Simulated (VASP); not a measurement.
**Cu3Pt: electric field gradients with LDA**

Crystal: Cu3Pt.

```xyz
4
Lattice="3.6976 0.0000 0.0000 0.0000 3.6976 0.0000 0.0000 0.0000 3.6976" Properties=species:S:1:pos:R:3 pbc="T T T"
Cu    0.0000    1.8488    1.8488
Cu    1.8488    0.0000    1.8488
Cu    1.8488    1.8488    0.0000
Pt    0.0000    0.0000    0.0000
```

This cell differs from its parent crystal: volume scaled by 0.99.

```
Program                : VASP 6.6.1
Task                   : electric field gradients
Functional             : LDA
Potentials or basis    : VASP PAW LDA potentials, release 64 (Cu, Pt)
Cutoff                 : 520 eV
k mesh                 : 9 × 9 × 9
Occupations            : fermi-dirac, width 0.05 eV
Spin                   : no spin polarisation
Dipole correction      : no
Further INCAR settings : ALGO = Normal; EDIFF = 1e-08; NBANDS = 30
```

| Property | Result |
| --- | --- |
| Pressure | -9.7 GPa |

Levels at points of the mesh, in eV from the Fermi level:
| k point | band 17 | band 18 | band 19 | band 20 | band 21 | band 22 | band 23 | band 24 | band 25 | band 26 |
| --- | --- | --- | --- | --- | --- | --- | --- | --- | --- | --- |
| (0.00, 0.00, 0.00) | -0.68 | -0.68 | -0.11 | -0.11 | -0.11 | 1.88 | 1.88 | 1.88 | 7.22 | 8.93 |

Electric field gradients, principal values (V/Å²):
```csv
atom,least,middle,greatest (by size)
1 Cu,-14.405,-14.405,28.810
2 Cu,-14.405,-14.405,28.810
3 Cu,-14.405,-14.405,28.810
4 Pt,0.000,0.000,0.000
```

It took 49 s on 1 thread of Intel(R) Xeon(R) Platinum 8488C (Sapphire Rapids), on a shared host, peak memory 0.17 GiB.

Caveat: without QUAD_EFG the Cq values of the log hold for a quadrupole moment of 1 mb, not for the nuclei; spin-orbit coupling is left out, which moves the levels of the heavy elements.
